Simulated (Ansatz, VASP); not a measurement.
**Al2GaP3: VASP beside Ansatz**

File POSCAR:

```
Al2GaP3
1.0
    3.8683054428      0.0000000000      0.0000000000
   -1.9341527214      3.3500507831      0.0000000000
    0.0000000000      0.0000000000      9.4738397981
Al Ga P
2 1 3
Direct
    0.0000000000      0.0000000000      0.0001896586
    0.6666666667      0.3333333333      0.6661207826
    0.3333333333      0.6666666667      0.3335091645
    0.6666666667      0.3333333333      0.9167540636
    0.3333333333      0.6666666667      0.5832435861
    0.0000000000      0.0000000000      0.2501827445
```

The input INCAR.step1:

```
SYSTEM = Al2GaP3
PREC = Accurate ; ENCUT = 520
ISMEAR = 0 ; SIGMA = 0.01
LREAL = .FALSE. ; LASPH = .TRUE.
NELM = 100 ; NBANDS = 26
GGA = PE ; ALGO = Normal
EDIFF = 1E-4 ; LWAVE = .TRUE.
LCHARG = .FALSE.
```

The input INCAR.step2:

```
SYSTEM = Al2GaP3
PREC = Accurate ; ENCUT = 520
EDIFF = 1E-7 ; ISMEAR = 0
SIGMA = 0.01 ; LREAL = .FALSE.
LASPH = .TRUE. ; NELM = 100
ALGO = Normal ; ISIF = 2
LWAVE = .FALSE. ; LCHARG = .FALSE.
METAGGA = R2SCAN ; LMIXTAU = .TRUE.
NBANDS = 26 ; ISTART = 1
```

File KPOINTS:

```
regular mesh
0
G
  6 6 2
  0 0 0
```

Input for Ansatz:

```yaml
crystal:
  lattice:
    - [3.8683054428, 0.0, 0.0]
    - [-1.9341527214, 3.3500507831, 0.0]
    - [0.0, 0.0, 9.4738397981]
  atoms:
    - { symbol: Al, position: [0.0, 0.0, 0.0001896586] }
    - { symbol: Al, position: [0.6666666667, 0.3333333333, 0.6661207826] }
    - { symbol: Ga, position: [0.3333333333, 0.6666666667, 0.3335091645] }
    - { symbol: P, position: [0.6666666667, 0.3333333333, 0.9167540636] }
    - { symbol: P, position: [0.3333333333, 0.6666666667, 0.5832435861] }
    - { symbol: P, position: [0.0, 0.0, 0.2501827445] }
kpoints:
  mp_grid: { grid: [6, 6, 2] }
hamiltonian:
  xc: r2scan
scf:
  occupations: { method: fixed }
  n_extra_bands: 5
output:
  forces: true
  stress: true
  eigenvalues: true
```

Alike in both runs: task single point; functional r2SCAN; k mesh 6 × 6 × 2; no spin polarisation.

|  | VASP | Ansatz |
| --- | --- | --- |
| version | VASP 6.6.1 | Ansatz 0.2.0 |
| potentials or method | VASP PAW PBE potentials, release 64 (Al, Ga_d, P) | plane waves, PAW |
| plane-wave cutoff (eV) | 520 | 500 |
| occupations | gaussian, width 0.01 eV | fixed |
| valence electrons in the cell | 34 | 34 |

```tsv
	VASP	Ansatz	Ansatz less VASP
gap on the k mesh at the Fermi level (eV)	1.88	1.87	-0.002
pressure (GPa)	-0.2	0.0	+0.22
traceless stress, the component that is largest in VASP (GPa)	-0.07	-0.08	-0.007
rms of the force components (eV/Å)	0.009	0.002	-0.0074
```

VASP's potentials were made for PBE, not for r2SCAN. Atom by atom the forces differ by 0.008 eV/Å (rms over components).
